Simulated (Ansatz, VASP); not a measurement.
**Ir in VASP and in Ansatz**

```xyz
1
Lattice="0.0000 1.9061 1.9061 1.9061 0.0000 1.9061 1.9061 1.9061 0.0000" Properties=species:S:1:pos:R:3 pbc="T T T"
Ir    0.0000    0.0000    0.0000
```

Alike in both runs: task single point; functional LDA; k mesh 14 × 14 × 14; occupations methfessel-paxton of order 1, width 0.03 eV; no spin polarisation.

|  | VASP | Ansatz |
| --- | --- | --- |
| version | VASP 6.6.1 | Ansatz 0.2.0 |
| potentials or method | VASP PAW LDA potentials, release 64 (Ir_sv_GW), cutoff 560 eV | plane waves (420 eV) with PAW, scalar-relativistic |
| valence electrons in the cell | 17 | 17 |

```csv
,VASP,Ansatz,Ansatz less VASP
pressure (GPa),-0.5,-0.2,+0.35
```

Ansatz warns that its potentials were made for another functional, while VASP's fit it. LDA's correlation is that of Perdew and Zunger in VASP and of Perdew and Wang (1992) in Ansatz.

Spin-orbit coupling is off throughout.
